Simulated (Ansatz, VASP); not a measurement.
**Os in VASP and in Ansatz**

```
Os
1.0
     0.00000    1.86386    1.86386
     1.86386    0.00000    1.86386
     1.86386    1.86386    0.00000
Os
1
Direct
  0.00000 0.00000 0.00000
```

Change from the starting cell: volume scaled by 0.88.

Alike in both runs: task single point; functional r2SCAN; k mesh 12 × 12 × 12; occupations fermi-dirac, width 0.05 eV; no spin polarisation; Hubbard terms Os d U = 3.5 eV.

|  | VASP | Ansatz |
| --- | --- | --- |
| version | VASP 6.6.1 | Ansatz 0.2.0 |
| potentials or method | VASP PAW PBE potentials, release 64 (Os_sv_GW) | Ansatz PAW |
| plane-wave cutoff (eV) | 550 | 500 |
| valence electrons in the cell | 16 | 16 |

Ansatz gave:

| Item | Value |
| --- | --- |
| gap on the k mesh at the Fermi level (eV) | none |
| pressure (GPa) | 38.2 |

Question: What did VASP give for the same quantities?

Answer: gap on the k mesh at the Fermi level (eV): none; pressure (GPa): 37.7.

VASP's potentials were made for PBE, not for r2SCAN. The programs project onto different local orbitals, so the same U acts differently, and such runs can settle in different states. A gap of «none» marks a metal or a gap that the smearing closes. Both programs put the cell under a high pressure, so it lies far from rest at this level.

Spin-orbit coupling is off throughout.
